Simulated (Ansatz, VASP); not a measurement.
**One calculation of BaTiO3, two programs**

The input POSCAR:

```
BaTiO3
1.0
    4.0724314496      0.0000000000      0.0000000000
    0.0000000000      4.0724314496      0.0000000000
    0.0000000000      0.0000000000      4.0724314496
Ba Ti O
1 1 3
Direct
    0.5000000000      0.5000000000      0.5000000000
    0.0000000000      0.0000000000      0.0000000000
    0.5000000000      0.0000000000      0.0000000000
    0.0000000000      0.5000000000      0.0000000000
    0.0000000000      0.0000000000      0.5000000000
```

Contents of INCAR.step1:

```
SYSTEM = BaTiO3
PREC = Accurate
ENCUT = 520
ISMEAR = 0
SIGMA = 0.01
LREAL = .False.
LASPH = .True.
NELM = 80
NBANDS = 28
GGA = PE
ALGO = Normal
EDIFF = 1E-4
LWAVE = .True.
LCHARG = .False.
```

The input INCAR.step2:

```
SYSTEM = BaTiO3
PREC = Accurate
ENCUT = 520
EDIFF = 1E-7
ISMEAR = 0
SIGMA = 0.01
LREAL = .False.
LASPH = .True.
NELM = 80
ALGO = Normal
ISIF = 2
LWAVE = .False.
LCHARG = .False.
METAGGA = R2SCAN
LMIXTAU = .True.
NBANDS = 28
ISTART = 1
```

Contents of KPOINTS:

```
regular mesh
0
Gamma
  6 6 6
  0 0 0
```

Input for Ansatz:

```yaml
crystal:
  lattice:
    - [4.0724314496, 0.0, 0.0]
    - [0.0, 4.0724314496, 0.0]
    - [0.0, 0.0, 4.0724314496]
  atoms:
    - { symbol: Ba, position: [0.5, 0.5, 0.5] }
    - { symbol: Ti, position: [0.0, 0.0, 0.0] }
    - { symbol: O, position: [0.5, 0.0, 0.0] }
    - { symbol: O, position: [0.0, 0.5, 0.0] }
    - { symbol: O, position: [0.0, 0.0, 0.5] }
kpoints:
  mp_grid: { grid: [6, 6, 6] }
hamiltonian:
  xc: r2scan
scf:
  occupations: { method: fixed }
  n_extra_bands: 5
output:
  forces: true
  stress: true
  eigenvalues: true
```

Alike in both runs: task single point; functional r2SCAN; k mesh 6 × 6 × 6; no spin polarisation.

|  | VASP | Ansatz |
| --- | --- | --- |
| version | VASP 6.6.1 | Ansatz 0.2.0 |
| potentials or method | VASP PAW PBE potentials, release 64 (Ba_sv, Ti_sv, O) | plane waves, PAW |
| plane-wave cutoff (eV) | 520 | 500 |
| occupations | gaussian, width 0.01 eV | fixed |
| valence electrons in the cell | 40 | 40 |

VASP gave:

| Item | Value |
| --- | --- |
| gap on the k mesh at the Fermi level (eV) | 2.01 |
| pressure (GPa) | -7.6 |

Q: What did Ansatz give for the same quantities?

A: gap on the k mesh at the Fermi level (eV): 2.02; pressure (GPa): -9.3.

VASP's potentials were made for PBE, not for r2SCAN.

Neither program's run includes spin-orbit coupling.
